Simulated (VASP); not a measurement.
Input of a VASP 6.6.1 run:

File INCAR:

```
SYSTEM = H
ALGO = Normal
EDIFF = 1E-6
ENCUT = 500
GGA = CA
GGA_COMPAT = .FALSE.
ISIF = 2
ISMEAR = 0
LASPH = .TRUE.
LCHARG = .TRUE.
LELF = .TRUE.
LREAL = .FALSE.
LVHAR = .TRUE.
LWAVE = .FALSE.
NBANDS = 8
NELM = 120
PREC = Accurate
SIGMA = 0.01
```

File KPOINTS:

```
k-points
0
G
  12 12 12
  0 0 0
```

Contents of POSCAR:

```
H
1.0
   -1.1546394949      1.1546394949      1.6361079650
    1.1546394949     -1.1546394949      1.6361079650
    1.1546394949      1.1546394949     -1.6361079650
H
2
Direct
    0.8829159079      0.8829159079      0.0000000000
    0.1170840921      0.1170840921      0.0000000000
```

Potentials or basis: VASP PAW LDA potentials, release 64 (H).

The run is started by

```bash
$ cat potpaw_LDA.64/H/POTCAR > POTCAR
$ mpirun -np 1 vasp_std > vasp.out
```

(1) What does it give for the largest force?

(2) Estimate the band gap on the k mesh.

(3) Estimate the pressure.

Answers

(1) 0.018 eV/Å.

(2) 5.15 eV (least direct gap 5.58 eV).

(3) 11.4 GPa.

Caveat: the cell stands under pressure.
